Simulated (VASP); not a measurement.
RbSi6: single point with PBE

Crystal: RbSi6.

```
CELL_PARAMETERS angstrom
-3.40185 3.40185 3.40185
3.40185 -3.40185 3.40185
3.40185 3.40185 -3.40185
ATOMIC_POSITIONS crystal
Rb 0.00000 0.00000 0.00000
Si 0.75000 0.25000 0.50000
Si 0.25000 0.75000 0.50000
Si 0.50000 0.25000 0.75000
Si 0.75000 0.50000 0.25000
Si 0.50000 0.75000 0.25000
Si 0.25000 0.50000 0.75000
```

```json
{
 "Program": "VASP 6.6.1",
 "Task": "single point",
 "Functional": "PBE",
 "Potentials or basis": "VASP PAW PBE potentials, release 64 (Rb_sv, Si)",
 "Cutoff": "520 eV",
 "k mesh": "4 × 4 × 4",
 "Occupations": "gaussian, width 0.2 eV",
 "Spin": "no spin polarisation",
 "Dipole correction": "no",
 "Further INCAR settings": "ALGO = Normal; EDIFF = 1e-06; NBANDS = 26"
}
```

```json
{"Pressure": "0.0 GPa"}
```

Levels at points of the mesh, in eV from the Fermi level:
```tsv
k point	band 12	band 13	band 14	band 15	band 16	band 17	band 18	band 19	band 20	band 21
(0.00, 0.00, 0.00)	-3.70	-3.70	-2.71	-2.71	-2.71	1.37	1.37	1.37	1.51	1.51
(0.50, 0.00, 0.00)	-4.18	-3.80	-2.77	-2.06	-1.42	-0.17	1.30	1.43	1.68	1.99
(0.50, 0.50, 0.50)	-2.63	-2.63	-0.71	-0.71	-0.71	-0.40	-0.40	-0.40	1.87	2.07
```

Wall time 35 s on 1 thread of AMD EPYC 9R45 96-Core Processor (Zen 5) (shared host), peak memory 0.28 GiB.
